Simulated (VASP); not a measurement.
Input of a VASP 6.6.1 run:

The input INCAR:

```
SYSTEM = HPt12
  PREC = Accurate
  ENCUT = 520
  EDIFF = 1E-6
  ISMEAR = 0
  SIGMA = 0.1
  LREAL = .False.
  LASPH = .True.
  NELM = 150
  ALGO = Fast
  ISIF = 2
  LWAVE = .False.
  LCHARG = .False.
  ISPIN = 2
  MAGMOM = 0 0 0 0 0 0 0 0 0 0 0 0 1
  LORBIT = 11
  LMAXMIX = 4
  LDIPOL = .True.
  IDIPOL = 3
  DIPOL = 0.5 0.5 0.471
  GGA = PE
  IVDW = 12
  NBANDS = 76
```

Contents of KPOINTS:

```
regular mesh
0
Gamma
  4 4 1
  0 0 0
```

POSCAR

```
HPt12
1.0
    5.5557316926      0.0000000000      0.0000000000
   -2.7778658463      4.8114047824      0.0000000000
    0.0000000000      0.0000000000     22.5362359316
Pt H
12 1
Direct
    0.3333333333      0.1666666667      0.3549838591
    0.3333333333      0.6666666667      0.3549838591
    0.8333333333      0.1666666667      0.3549838591
    0.8333333333      0.6666666667      0.3549838591
    0.6663322127      0.3326644255      0.4577928360
    0.6663322127      0.8336677873      0.4577928360
    0.1666666667      0.3333333333      0.4570761612
    0.1673355745      0.8336677873      0.4577928360
   -0.0001437585      0.5001437585      0.5589868580
   -0.0001437585     -0.0002875170      0.5589868580
    0.5002875170      0.5001437585      0.5589868580
    0.5000000000      0.0000000000      0.5639964871
    0.5000000000      0.0000000000      0.6328668695
```

Potentials or basis: VASP PAW PBE potentials, release 64 (Pt, H).

The run is started by

```bash
$ cat potpaw_PBE.64/Pt/POTCAR potpaw_PBE.64/H/POTCAR > POTCAR
$ mpirun -np 1 vasp_std > vasp.out
```

**Question.** What does it give for the largest force?

**Answer.** 0.242 eV/Å.

**Question.** Predict the dispersion energy per atom.

**Answer.** -0.477 eV.

Forces in eV/Å, atoms in the order of the input:
```
Pt   0.050 -0.029  0.127
Pt   0.000  0.058  0.127
Pt  -0.050 -0.029  0.127
Pt   0.000  0.000 -0.242
Pt   0.000  0.003 -0.023
Pt   0.003 -0.002 -0.023
Pt   0.000  0.000  0.009
Pt  -0.003 -0.002 -0.023
Pt   0.007 -0.004 -0.023
Pt   0.000  0.008 -0.023
Pt  -0.007 -0.004 -0.023
Pt   0.000  0.000 -0.033
H    0.000  0.000  0.020
```
